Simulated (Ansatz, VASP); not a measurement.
# Two plane-wave programs on Ti

```
Ti
1.0
    -1.57941    1.57941    1.83401
     1.57941   -1.57941    1.83401
     1.57941    1.57941   -1.83401
Ti
1
Cartesian
  0.0000 0.0000 0.0000
```

Alike in both runs: task single point; functional PBEsol; k mesh 22 × 22 × 22; occupations gaussian, width 0.15 eV; no spin polarisation.

|  | VASP | Ansatz |
| --- | --- | --- |
| version | VASP 6.6.1 | Ansatz 0.2.0 |
| potentials or method | VASP PAW PBE potentials, release 64 (Ti_sv), cutoff 520 eV | scalar-relativistic, plane waves, PAW |
| valence electrons in the cell | 12 | 12 |

```tsv
	VASP	Ansatz	Ansatz less VASP
gap on the k mesh at the Fermi level (eV)	none	none	-
pressure (GPa)	-9.3	-9.2	+0.02
traceless stress, the component that is largest in VASP (GPa)	2.00	2.00	-0.001
```

VASP's potentials were made for PBE, not for PBEsol, and Ansatz warns of the same on its side. A gap of «none» marks a metal or a gap that the smearing closes. With one functional, cell and mesh, what is left measures potentials, basis and numerics.
